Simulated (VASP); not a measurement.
A run of VASP 6.6.1:

Contents of INCAR:

```
SYSTEM = SiC
  PREC = Accurate
  ENCUT = 600
  EDIFF = 1E-7
  ISMEAR = 0
  SIGMA = 0.02
  LREAL = .False.
  LASPH = .True.
  NELM = 120
  ALGO = Normal
  ISIF = 3
  LWAVE = .False.
  LCHARG = .False.
  GGA = PS
  IBRION = 2
  NSW = 70
  EDIFFG = -0.004
  PSTRESS = 1875.0
  GGA_COMPAT = .False.
  NELMIN = 4
```

Contents of KPOINTS:

```
Automatic mesh
0
Gamma
  16 16 16
  0 0 0
```

POSCAR

```
SiC
1.0
    0.0000000000      1.7967765952      1.7967765952
    1.7967765952      0.0000000000      1.7967765952
    1.7967765952      1.7967765952      0.0000000000
C Si
1 1
Direct
    0.0000000000      0.0000000000      0.0000000000
    0.5000000000      0.5000000000      0.5000000000
```

Potentials or basis: VASP PAW PBE potentials, release 64 (C, Si).

Run with:

```sh
$ cat potpaw_PBE.64/C/POTCAR potpaw_PBE.64/Si/POTCAR > POTCAR
$ mpirun -np 1 vasp_std > vasp.out
```

Hardware: 1 thread of Intel Xeon 6975P-C, with other jobs on the host.

How long does it take, and how much memory?

Wall time 21 s on 1 thread of Intel Xeon 6975P-C, with other jobs on the host, peak memory 0.13 GiB. Counts: scf iterations 22, k points 145, ion steps 3.
